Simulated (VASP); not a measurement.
The system is CsI.

```
Cs I
1.0
     4.66547    0.00000    0.00000
     0.00000    4.66547    0.00000
     0.00000    0.00000    4.66547
Cs I
1 1
Direct
  0.00000 0.00000 0.00000
  0.50000 0.50000 0.50000
```

Base run:

| Quantity | Value |
| --- | --- |
| Program | VASP 6.6.1 |
| Functional | PBEsol |
| Potentials or basis | VASP PAW PBE potentials, release 64 (Cs_sv, I) |
| Cutoff | 500 eV |
| k mesh | 8 × 8 × 8 |
| Occupations | gaussian, width 0.05 eV |
| Spin | no spin polarisation |

Its results: band gap on the k mesh 3.52 eV (least direct gap 3.62 eV); pressure -1.0 GPa.

Question: The run is repeated on the same cell with these changes: functional from PBEsol to PBE. What comes out?

Answer: Band gap on the k mesh 3.68 eV (least direct gap 3.77 eV); pressure 0.0 GPa.

PBE binds less tightly than PBEsol, so the same cell stands under more pressure.

Caveats: spin-orbit coupling is left out, which moves the levels of the heavy elements; the PAW data sets were made with another functional, which shifts forces and pressure a little (at least some runs).

A k mesh can miss the band edges.
